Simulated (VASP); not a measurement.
# Rh (P6_3/mmc) in VASP: notebook

Runs on Rh. Level: LDA. Tasks: single point.

All numbers are computed with VASP 6.6.1; they aren't measurements. Logs are shortened: lines on timing, memory, paths and dates and some standing lists are left out, and cuts for length are marked.

### 1 The cell of the first run

Symmetry: P6_3/mmc, No. 194, hexagonal system. Conventional cell: a = 2.655 Å, b = 2.655 Å, c = 8.679 Å, α = 90.00°, β = 90.00°, γ = 120.00°. Rh (site symmetry -6m2) has 12 Rh at 2.66 Å within 3.5 Å. Within 3.5 Å of Rh (site symmetry -3m) lie 12 Rh at 2.66 Å.

### 2 Single point, LDA

INCAR

```
ALGO = Normal
EDIFF = 1E-6
ENCUT = 520
ISIF = 2
ISMEAR = -1
LASPH = True
LCHARG = True
LELF = True
LREAL = False
LVHAR = True
LWAVE = False
NBANDS = 38
NELM = 60
PREC = Accurate
SIGMA = 0.05
```

KPOINTS

```
k-points
0
Gamma
  11 11 3
```

POSCAR

```
Rh
1.0
    2.6553652365      0.0000000000      0.0000000000
   -1.3276826182      2.2996137512      0.0000000000
    0.0000000000      0.0000000000      8.6791627142
Rh
4
Direct
    0.6666666667      0.3333333333      0.7500000000
    0.0000000000      0.0000000000      0.5000000000
    0.3333333333      0.6666666667      0.2500000000
    0.0000000000      0.0000000000      0.0000000000
```

Potentials or basis: VASP PAW LDA potentials, release 64 (Rh_pv).

Run with:

```bash
$ cat potpaw_LDA.64/Rh_pv/POTCAR > POTCAR
$ mpirun -np 1 vasp_std > vasp.out
```

OUTCAR:

```text
EDIFF = 1E-6
   ENCUT = 520
   ISIF = 2
   ISMEAR = -1
   LASPH = True
   LREAL = False
   NELM = 60
   PREC = Accurate

 ion  position               nearest neighbor table
   1  0.667  0.333  0.750-   2 2.66   4 2.66   2 2.66   4 2.66   2 2.66   4 2.66
   2  0.000  0.000  0.500-   1 2.66   3 2.66   1 2.66   3 2.66   1 2.66   3 2.66
   3  0.333  0.667  0.250-   2 2.66   4 2.66   2 2.66   4 2.66   2 2.66   4 2.66
   4  0.000  0.000  0.000-   1 2.66   3 2.66   1 2.66   3 2.66   1 2.66   3 2.66

  LATTYP: Found a hexagonal cell.
 ALAT       =     2.6553652365
 C/A-ratio  =     3.2685382014

  Lattice vectors:

 A1 = (   2.6553652365,   0.0000000000,   0.0000000000)
 A2 = (  -1.3276826182,   2.2996137512,   0.0000000000)
 A3 = (   0.0000000000,   0.0000000000,   8.6791627142)

Analysis of symmetry for initial positions (statically):
=====================================================================
 Subroutine PRICEL returns:
 Original cell was already a primitive cell.

 Routine SETGRP: Setting up the symmetry group for a
 hexagonal supercell.

 Subroutine GETGRP returns: Found 24 space group operations
 (whereof 12 operations were pure point group operations)
 out of a pool of 24 trial point group operations.

The static configuration has the point symmetry D_3d.
 The point group associated with its full space group is D_6h.

Analysis of symmetry for dynamics (positions and initial velocities):
=====================================================================
 Subroutine PRICEL returns:
 Original cell was already a primitive cell.

 Routine SETGRP: Setting up the symmetry group for a
 hexagonal supercell.

 Subroutine GETGRP returns: Found 24 space group operations
 (whereof 12 operations were pure point group operations)
 out of a pool of 24 trial point group operations.

The dynamic configuration has the point symmetry D_3d.
 The point group associated with its full space group is D_6h.

 Subroutine INISYM returns: Found 24 space group operations
 (whereof 12 operations are pure point group operations),
 and found     1 'primitive' translations

----------------------------------------------------------------------------------------

                                     Primitive cell

  volume of cell :      52.9977

  direct lattice vectors                    reciprocal lattice vectors
     2.655365236  0.000000000  0.000000000     0.376596028  0.217427818  0.000000000
    -1.327682618  2.299613751  0.000000000     0.000000000  0.434855636  0.000000000
     0.000000000  0.000000000  8.679162714     0.000000000  0.000000000  0.115218487

  length of vectors
     2.655365236  2.655365237  8.679162714     0.434855636  0.434855636  0.115218487

  position of ions in fractional coordinates (direct lattice)
     0.666666667  0.333333333  0.750000000
     0.000000000  0.000000000  0.500000000
     0.333333333  0.666666667  0.250000000
     0.000000000  0.000000000  0.000000000

  ion indices of the primitive-cell ions
   primitive index   ion index
                 1           1
                 2           2
                 3           3
                 4           4

----------------------------------------------------------------------------------------

 KPOINTS: k-points

Automatic generation of k-mesh.
 Grid dimensions read from file:
 generate k-points for:   11   11    3

 Generating k-lattice:

  Cartesian coordinates                     Fractional coordinates (reciprocal lattice)
     0.034236003  0.019766165  0.000000000     0.090909091 -0.000000000  0.000000000
     0.000000000  0.039532331  0.000000000     0.000000000  0.090909091  0.000000000
     0.000000000  0.000000000  0.038406162     0.000000000  0.000000000  0.333333333

  Length of vectors
     0.039532331  0.039532331  0.038406162

  Shift w.r.t. Gamma in fractional coordinates (k-lattice)
     0.000000000  0.000000000  0.000000000

 Subroutine IBZKPT returns following result:
 ===========================================

 Found     32 irreducible k-points:

 Following reciprocal coordinates:
            Coordinates               Weight
  0.000000  0.000000  0.000000      1.000000
  0.090909  0.000000  0.000000      6.000000
  0.181818  0.000000  0.000000      6.000000
  0.272727  0.000000  0.000000      6.000000
  0.363636  0.000000  0.000000      6.000000
  0.454545  0.000000  0.000000      6.000000
[... 16 lines left out ...]
  0.090909  0.090909  0.333333     12.000000
  0.181818  0.090909  0.333333     24.000000
 [... further k-points ...]
   k-points           NKPTS =     32   k-points in BZ     NKDIM =     32   number of bands    NBANDS=     38
   number of dos      NEDOS =    301   number of ions     NIONS =      4
   total plane-waves  NPLWV =  28000
   dimension x,y,z NGX =    20 NGY =   20 NGZ =   70
   dimension x,y,z NGXF=    40 NGYF=   40 NGZF=  140
   ions per type =               4
   NGX,Y,Z   is equivalent  to a cutoff of  12.52, 12.52, 13.41 a.u.
   NGXF,Y,Z  is equivalent  to a cutoff of  25.04, 25.04, 26.82 a.u.
 SYSTEM =  unknown system
   PREC   = accura    normal or accurate (medium, high low for compatibility)
   ISTART =      0    job   : 0-new  1-cont  2-samecut
   ICHARG =      2    charge: 1-file 2-atom 10-const
   ISPIN  =      1    spin polarized calculation?
   LNONCOLLINEAR =      F non collinear calculations
   LSORBIT =      F    spin-orbit coupling
   LASPH  =      T    aspherical Exc in radial PAW
   ENCUT  =  520.0 eV  38.22 Ry    6.18 a.u.   4.94  4.94 16.14*2*pi/ulx,y,z
   NELM   =     60;   NELMIN=  2; NELMDL= -5     # of ELM steps
   EDIFF  = 0.1E-05   stopping-criterion for ELM
   LREAL  =      F    real-space projection
   EDIFFG = 0.1E-04   stopping-criterion for IOM
   NSW    =      0    number of steps for IOM
   IBRION =     -1    ionic relax: 0-MD 1-quasi-New 2-CG
   NFREE  =      0    steps in history (QN), initial steepest desc. (CG)
   ISIF   =      2    stress and relaxation
   ISYM   =      2    0-nonsym 1-usesym 2-fastsym
   POTIM  = 0.5000    time-step for ionic-motion
   TEBEG  =    0.0;   TEEND  =   0.0 temperature during run
   PSTRESS=    0.0 pullay stress
   NELECT =      60.0000    total number of electrons
   NUPDOWN=      -1.0000    fix difference up-down
   EMIN   =  10.00;   EMAX   =-10.00  energy-range for DOS
   EFERMI =   0.00;   METHOD = LEGACY
   ISMEAR =    -1;   SIGMA  =   0.05  broadening in eV -4-tet -1-fermi 0-gaus
   EFERMI_NEDOS =   21; number of points for ismear=-14 and -15
   IALGO  =     38    algorithm
   IMIX   =      4    mixing-type and parameters
     AMIX     =   0.40;   BMIX     =  1.00
     AMIX_MAG =   1.60;   BMIX_MAG =  1.00
  volume/ion in A,a.u.               =      13.25        89.41
  Fermi-wavevector in a.u.,A,eV,Ry     =   1.706238  3.224322 39.609930  2.911248
  Thomas-Fermi vector in A             =   2.785311
   LORBIT       =      0    0 simple, 1 ext, 2 COOP (PROOUT), +10 PAW based schemes
   GGA     = CA    functional components
   LHFCALC =     F    Hartree Fock is set to
   AEXX    =    0.0000 exact exchange contribution
   IVDW    =     0    specifies the selected vdW correction
   LEPSILON=     F    determine dielectric tensor
   LRPA    =     F    only Hartree local field effects (RPA)
 non-spin polarized calculation
  energy-cutoff  :      520.00
  volume of cell :       53.00
 maximum number of plane-waves:      1455
 NGX is ok and might be reduce to    20
   NGX =  9   NGY =  9   NGZ = 33

 number of electron      60.0000000 magnetization

 Free energy of the ion-electron system (eV)
  ---------------------------------------------------
  ext. energy  EPLUGINS =         0.00000000
  ---------------------------------------------------
  free energy    TOTEN  =       -34.66782460 eV

  energy without entropy =      -34.61943917  energy(sigma->0) =      -34.64363189

 E-fermi :  12.4300     XC(G=0): -14.5877

 val. band max:       12.4257425743   @ k =   0.2727   0.0909   0.0000
 cond. band min:      12.4300936034   @ k =   0.3636   0.2727   0.3333
 fundamental gap:      0.0043510290
 Fermi energy:        12.4299713167

 k-point     1 :       0.0000    0.0000    0.0000
  band No.  band energies     occupation
      1     -34.6646      2.00000
      2     -34.2507      2.00000
      3     -34.2501      2.00000
      4     -33.9211      2.00000
      5     -33.9211      2.00000
      6     -33.8677      2.00000
[... 30 lines left out ...]
     37      21.3340      0.00000
     38      26.9163      0.00000

 k-point     2 :       0.0909    0.0000    0.0000
  band No.  band energies     occupation
      1     -34.6426      2.00000
      2     -34.2564      2.00000
      3     -34.2563      2.00000
      4     -33.9725      2.00000
      5     -33.9376      2.00000
      6     -33.9078      2.00000
[... 30 lines left out ...]
     37      21.2774      0.00000
     38      27.2778      0.00000

 k-point     3 :       0.1818    0.0000    0.0000
  band No.  band energies     occupation
      1     -34.5809      2.00000
      2     -34.2942      2.00000
      3     -34.2895      2.00000
      4     -34.1046      2.00000
      5     -34.0232      2.00000
      6     -33.9859      2.00000
[... 30 lines left out ...]
     37      21.1503      0.00000
     38      27.8251      0.00000

 k-point     4 :       0.2727    0.0000    0.0000
  band No.  band energies     occupation
      1     -34.4988      2.00000
      2     -34.4042      2.00000
      3     -34.3752      2.00000
      4     -34.2681      2.00000
      5     -34.2047      2.00000
      6     -34.0496      2.00000
[... 30 lines left out ...]
     37      21.0770      0.00000
     38      25.5979      0.00000
[... 703 lines left out ...]
      4     -34.5093      2.00000
      5     -34.2065      2.00000
      6     -34.1459      2.00000
[... 30 lines left out ...]
     37      21.8374      0.00000
     38      21.9012      0.00000

 k-point    23 :       0.0909    0.0909    0.3333
  band No.  band energies     occupation
      1     -34.5575      2.00000
      2     -34.4390      2.00000
      3     -34.1162      2.00000
      4     -34.0447      2.00000
      5     -34.0125      2.00000
      6     -34.0099      2.00000
[... 30 lines left out ...]
     37      22.7166      0.00000
     38      25.5461      0.00000

 k-point    24 :       0.1818    0.0909    0.3333
  band No.  band energies     occupation
      1     -34.5019      2.00000
      2     -34.4366      2.00000
      3     -34.2504      2.00000
      4     -34.1753      2.00000
      5     -34.1655      2.00000
      6     -34.1035      2.00000
[... 30 lines left out ...]
     37      23.0181      0.00000
     38      25.9003      0.00000

 [... further k-points ...]
[... 5 lines left out ...]
  --------------------------------------------------------------------------------------
  -------------------------------------------------------------------------------------
  Total        0.4935463      0.4935463     -0.1126643      0.0000000     -0.0000000      0.0000000
  in kB       14.9204339     14.9204339     -3.4059616      0.0000000     -0.0000000      0.0000000
  external PRESSURE =       8.8116354 kB  Pullay stress =       0.0000000 kB

 VOLUME and BASIS-vectors are now :
 -----------------------------------------------------------------------------
  energy-cutoff  :      520.00
  volume of cell :       53.00
      direct lattice vectors                 reciprocal lattice vectors
     2.655365236  0.000000000  0.000000000     0.376596028  0.217427818  0.000000000
    -1.327682618  2.299613751  0.000000000     0.000000000  0.434855636  0.000000000
     0.000000000  0.000000000  8.679162714     0.000000000  0.000000000  0.115218487

 POSITION                                       TOTAL-FORCE (eV/Angst)
 -----------------------------------------------------------------------------------
      1.32768      0.76654      6.50937        -0.000000      0.000000     -0.000000
      0.00000      0.00000      4.33958        -0.000000      0.000000     -0.000000
     -0.00000      1.53308      2.16979         0.000000     -0.000000      0.000000
      0.00000      0.00000      0.00000        -0.000000      0.000000     -0.000000
 -----------------------------------------------------------------------------------
    total drift:                                0.000000     -0.000000      0.000000

  FREE ENERGIE OF THE ION-ELECTRON SYSTEM (eV)
  ---------------------------------------------------
  free  energy   TOTEN  =       -34.6678246047 eV

  energy  without entropy=      -34.6194391735  energy(sigma->0) =      -34.64363189
```

Run time: 31 s. Hardware: 1 thread of AMD EPYC 9R45 (Zen 5), shared host; peak memory 0.14 GiB.

Results:

```yaml
Free_energy: -34.6678 eV
Pressure: 0.9 GPa
Band_gap_on_the_k_mesh: zero (band 30 reaches 13.11 eV, above the bottom of band 31 at 11.35 eV)
```

### 3 Single point, LDA

This run uses another cell than the first one, of 13.53 Å³/atom, 1.021 times its volume.

INCAR

```
SYSTEM = Rh
ALGO = Normal
EDIFF = 1E-7
ENCUT = 520
GGA = CA
ISIF = 2
ISMEAR = -1
LASPH = .True.
LCHARG = .True.
LELF = .True.
LREAL = .False.
LVHAR = .True.
LWAVE = .False.
NBANDS = 38
NELM = 100
PREC = Accurate
SIGMA = 0.05
```

KPOINTS

```
k-points
0
Gamma
  11 11 3
  0 0 0
```

POSCAR

```
Rh
1.0
    2.6736786789      0.0000000000      0.0000000000
   -1.3368393395      2.3154736575      0.0000000000
    0.0000000000      0.0000000000      8.7390209003
Rh
4
Direct
    0.6666666667      0.3333333333      0.7500000000
    0.0000000000      0.0000000000      0.5000000000
    0.3333333333      0.6666666667      0.2500000000
    0.0000000000      0.0000000000      0.0000000000
```

Potentials or basis: VASP PAW LDA potentials, release 64 (Rh_pv).

Run with:

```bash
$ cat potpaw_LDA.64/Rh_pv/POTCAR > POTCAR
$ mpirun -np 1 vasp_std > vasp.out
```

Wall time 35 s (1 thread of AMD EPYC 9R45 (Zen 5), shared host); peak memory 0.14 GiB.

It converged, with:

```yaml
Free_energy: -34.6530 eV
Pressure: -5.3 GPa
Band_gap_on_the_k_mesh: zero (band 30 reaches 12.69 eV, above the bottom of band 31 at 10.99 eV)
```

Stress tensor (GPa, compression positive):
```
-4.73  0.00  0.00
 0.00 -4.73  0.00
 0.00  0.00 -6.50
```

Levels at points of the mesh, in eV from the Fermi level:
| k point | band 26 | band 27 | band 28 | band 29 | band 30 | band 31 | band 32 | band 33 | band 34 | band 35 |
| --- | --- | --- | --- | --- | --- | --- | --- | --- | --- | --- |
| (0.00, 0.00, 0.00) | -2.72 | -2.72 | -1.48 | -1.48 | -0.87 | -0.87 | -0.35 | -0.35 | 0.45 | 0.45 |

### 4 Single point, LDA

This run uses another cell than the first one, of 13.80 Å³/atom, 1.042 times its volume.

INCAR

```
PREC = Accurate
ENCUT = 520
EDIFF = 1E-7
ISMEAR = -1
SIGMA = 0.05
LREAL = F
LASPH = T
NELM = 80
ALGO = Fast
ISIF = 2
LWAVE = F
LCHARG = T
LELF = T
LVHAR = T
NBANDS = 38
```

KPOINTS

```
Automatic mesh
0
Gamma
  11 11 3
```

POSCAR

```
Rh
1.0
    2.6917446234      0.0000000000      0.0000000000
   -1.3458723117      2.3311192244      0.0000000000
    0.0000000000      0.0000000000      8.7980701300
Rh
4
Direct
    0.6666666667      0.3333333333      0.7500000000
    0.0000000000      0.0000000000      0.5000000000
    0.3333333333      0.6666666667      0.2500000000
    0.0000000000      0.0000000000      0.0000000000
```

Potentials or basis: VASP PAW LDA potentials, release 64 (Rh_pv).

Run with:

```bash
$ cat potpaw_LDA.64/Rh_pv/POTCAR > POTCAR
$ mpirun -np 1 vasp_std > vasp.out
```

OUTCAR:

```text
PREC = Accurate
   ENCUT = 520
   EDIFF = 1E-7
   ISMEAR = -1
   LREAL = F
   LASPH = T
   NELM = 80
   ISIF = 2

 ion  position               nearest neighbor table
   1  0.667  0.333  0.750-   2 2.69   4 2.69   2 2.69   4 2.69   2 2.69   4 2.69
   2  0.000  0.000  0.500-   1 2.69   3 2.69   1 2.69   3 2.69   1 2.69   3 2.69
   3  0.333  0.667  0.250-   2 2.69   4 2.69   2 2.69   4 2.69   2 2.69   4 2.69
   4  0.000  0.000  0.000-   1 2.69   3 2.69   1 2.69   3 2.69   1 2.69   3 2.69

  LATTYP: Found a hexagonal cell.
 ALAT       =     2.6917446234
 C/A-ratio  =     3.2685382014

  Lattice vectors:

 A1 = (   2.6917446234,   0.0000000000,   0.0000000000)
 A2 = (  -1.3458723117,   2.3311192244,   0.0000000000)
 A3 = (   0.0000000000,   0.0000000000,   8.7980701300)

Analysis of symmetry for initial positions (statically):
=====================================================================
 Subroutine PRICEL returns:
 Original cell was already a primitive cell.

 Routine SETGRP: Setting up the symmetry group for a
 hexagonal supercell.

 Subroutine GETGRP returns: Found 24 space group operations
 (whereof 12 operations were pure point group operations)
 out of a pool of 24 trial point group operations.
[... 166 lines left out ...]
  free energy    TOTEN  =       -34.59774548 eV

  energy without entropy =      -34.54652282  energy(sigma->0) =      -34.57213415

 E-fermi :  11.6578     XC(G=0): -14.3267

 val. band max:       11.6569135295   @ k =   0.3636   0.2727   0.3333
 cond. band min:      11.6714204916   @ k =   0.1818   0.0909   0.3333
 fundamental gap:      0.0145069621
 Fermi energy:        11.6577523622

 k-point     1 :       0.0000    0.0000    0.0000
  band No.  band energies     occupation
      1     -35.2550      2.00000
      2     -34.8945      2.00000
      3     -34.8944      2.00000
      4     -34.6087      2.00000
      5     -34.6087      2.00000
      6     -34.5623      2.00000
[... 973 lines left out ...]
     37      21.8780      0.00000
     38      24.7488      0.00000

 [... further k-points ...]
[... 5 lines left out ...]
  --------------------------------------------------------------------------------------
  -------------------------------------------------------------------------------------
  Total       -3.5294941     -3.5294941     -4.1131678      0.0000000      0.0000000      0.0000000
  in kB     -102.4323855   -102.4323855   -119.3716636      0.0000000      0.0000000      0.0000000
  external PRESSURE =    -108.0788115 kB  Pullay stress =       0.0000000 kB

 VOLUME and BASIS-vectors are now :
 -----------------------------------------------------------------------------
  energy-cutoff  :      520.00
  volume of cell :       55.21
      direct lattice vectors                 reciprocal lattice vectors
     2.691744623  0.000000000  0.000000000     0.371506268  0.214489244  0.000000000
    -1.345872312  2.331119224  0.000000000     0.000000000  0.428978488  0.000000000
     0.000000000  0.000000000  8.798070130     0.000000000  0.000000000  0.113661290

 POSITION                                       TOTAL-FORCE (eV/Angst)
 -----------------------------------------------------------------------------------
      1.34587      0.77704      6.59855         0.000000     -0.000000      0.000000
      0.00000      0.00000      4.39904        -0.000000      0.000000      0.000000
     -0.00000      1.55408      2.19952        -0.000000      0.000000     -0.000000
      0.00000      0.00000      0.00000        -0.000000      0.000000      0.000000
 -----------------------------------------------------------------------------------
    total drift:                                0.000000     -0.000000      0.000000

  FREE ENERGIE OF THE ION-ELECTRON SYSTEM (eV)
  ---------------------------------------------------
  free  energy   TOTEN  =       -34.5977454828 eV

  energy  without entropy=      -34.5465228163  energy(sigma->0) =      -34.57213415
```

stdout:

```text
POSCAR found type information on POSCAR Rh
 POSCAR found :  1 types and       4 ions
 scaLAPACK will be used
 LDA part: xc-table for (Slater(with rela. corr.)+CA(PZ))
 , standard interpolation
 POSCAR, INCAR and KPOINTS ok, starting setup
 FFT: planning ... GRIDC
 FFT: planning ... GRID_SOFT
 FFT: planning ... GRID
 WAVECAR not read
 entering main loop
```

It took 38 s on 1 thread of AMD EPYC 9R45 (Zen 5), shared host; peak memory 0.14 GiB.

What came out:

| Property | Result |
| --- | --- |
| Free energy | -34.5977 eV |
| Pressure | -10.8 GPa |
| Band gap on the k mesh | zero (band 30 reaches 12.29 eV, above the bottom of band 31 at 10.65 eV) |

Stress tensor (GPa, compression positive):
```
-10.24   0.00   0.00
  0.00 -10.24   0.00
  0.00   0.00 -11.94
```

### 5 Overview

```tsv
cell	gap on the mesh (eV)	pressure (GPa)
a = 2.655, b = 2.655, c = 8.679 Å, angles 90.0, 90.0, 120.0°, 4 atoms	none	0.9
a = 2.674, b = 2.674, c = 8.739 Å, angles 90.0, 90.0, 120.0°, 4 atoms	none	-5.3
a = 2.692, b = 2.692, c = 8.798 Å, angles 90.0, 90.0, 120.0°, 4 atoms	none	-10.8
```

Alike in all rows: task single point; level LDA; potentials or basis VASP PAW LDA potentials, release 64 (Rh_pv); no spin polarisation; k mesh 11 × 11 × 3; cutoff (eV) 520; smearing fermi-dirac 0.05 eV.

Absolute energies hang on the potentials; compare differences alone.
